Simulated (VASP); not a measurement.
A run of VASP 6.6.1 is set up as follows.

The input INCAR:

```
SYSTEM = Si
PREC     = Accurate       ! precision mode
ENCUT    = 520            ! plane-wave cutoff, eV
EDIFF    = 1E-6           ! SCF threshold, eV
ISMEAR   = 0              ! smearing method
SIGMA    = 0.15           ! smearing width, eV
LREAL    = .FALSE.        ! projectors in reciprocal space
LASPH    = .TRUE.         ! aspherical terms in the spheres
NELM     = 60             ! most SCF steps
ALGO     = Normal         ! electronic algorithm
ISIF     = 2              ! what is computed and relaxed
LWAVE    = .FALSE.        ! write WAVECAR
LCHARG   = .FALSE.        ! write CHGCAR
GGA      = CA             ! functional
NBANDS   = 8              ! bands
```

File KPOINTS:

```
Automatic mesh
0
G
  22 22 22
  0 0 0
```

Contents of POSCAR:

```
Si
1.0
   -1.5618383328      1.5618383328      1.2147034620
    1.5618383328     -1.5618383328      1.2147034620
    1.5618383328      1.5618383328     -1.2147034620
Si
1
Direct
    0.0000000000      0.0000000000      0.0000000000
```

Potentials or basis: VASP PAW LDA potentials, release 64 (Si).

Run with:

```sh
$ cat potpaw_LDA.64/Si/POTCAR > POTCAR
$ mpirun -np 1 vasp_std > vasp.out
```

(1) What does it give for the band gap on the k mesh?

(2) What does it give for the pressure?

Answers

(1) zero (band 2 reaches 23.06 eV, above the bottom of band 3 at 9.18 eV).

(2) 23.8 GPa.

Caveat: the cell differs from its parent crystal (strain -0.040 along x and y, -0.080 along z).
